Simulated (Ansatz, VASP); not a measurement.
**One calculation of BaS, two programs**

```
Ba S
1.0
     0.00000    3.19375    3.25762
     3.19375    0.00000    3.25762
     3.19375    3.19375    0.00000
Ba S
1 1
Direct
  0.00000 0.00000 0.00000
  0.50000 0.50000 0.50000
```

Change from the starting cell: zz strain of +2 %.

Alike in both runs: task single point; functional PBEsol; k mesh 8 × 8 × 8; occupations fermi-dirac, width 0.02 eV; no spin polarisation.

|  | VASP | Ansatz |
| --- | --- | --- |
| version | VASP 6.6.1 | Ansatz 0.2.0 |
| potentials or method | VASP PAW PBE potentials, release 64 (Ba_sv, S), cutoff 520 eV | all-electron LAPW, scalar-relativistic |

```tsv
	VASP	Ansatz	Ansatz less VASP
gap on the k mesh at the Fermi level (eV)	1.99	2.09	+0.097
pressure (GPa)	-1.3	-1.9	-0.58
traceless stress, the component that is largest in VASP (GPa)	-0.94	-0.85	+0.095
```

VASP's potentials were made for PBE, not for PBEsol. Ansatz ran all-electron here, and VASP with PAW potentials.

Spin-orbit coupling is off throughout.
